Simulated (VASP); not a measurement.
Set up this calculation in VASP 6.6.1, as the native input.

```
Task                   : single point
Functional             : PBEsol
Potentials or basis    : VASP PAW PBE potentials, release 64 (Ba_sv, F)
Cutoff                 : 600 eV
k mesh                 : 6 × 6 × 6
Occupations            : methfessel-paxton, width 0.2 eV
Spin                   : no spin polarisation
Dipole correction      : no
Further INCAR settings : ALGO = Normal; EDIFF = 1e-06; NBANDS = 19
```

The structure of BaF2 lies in POSCAR:

```
BaF2
1.0
    0.0000000000      3.0971612425      3.0971612425
    3.0971612425      0.0000000000      3.0971612425
    3.0971612425      3.0971612425      0.0000000000
Ba F
1 2
Direct
    0.0000000000      0.0000000000      0.0000000000
    0.2500000000      0.2500000000      0.2500000000
    0.7500000000      0.7500000000      0.7500000000
```

The input as run:

INCAR

```
  PREC = Accurate
  ENCUT = 600
  EDIFF = 1E-6
  ISMEAR = 1
  SIGMA = 0.2
  LREAL = F
  LASPH = T
  NELM = 120
  ALGO = Normal
  ISIF = 2
  LWAVE = F
  LCHARG = T
  GGA = PS
  LELF = T
  LVHAR = T
  NBANDS = 19
  GGA_COMPAT = F
```

KPOINTS

```
Automatic mesh
0
Gamma
  6 6 6
```

Potentials or basis: VASP PAW PBE potentials, release 64 (Ba_sv, F).

Launch:

```bash
$ cat potpaw_PBE.64/Ba_sv/POTCAR potpaw_PBE.64/F/POTCAR > POTCAR
$ mpirun -np 1 vasp_std > vasp.out
```

It gave:

```yaml
Pressure: -0.6 GPa
Band_gap_on_the_k_mesh: 6.66 eV (least direct gap 6.72 eV)
```

Caveat: the PAW data sets were made with another functional, which shifts forces and pressure a little; spin-orbit coupling is left out, which moves the levels of the heavy elements.

Run time: 42 s on 1 thread of Intel Xeon 8259CL, on a shared host, peak memory 0.21 GiB.
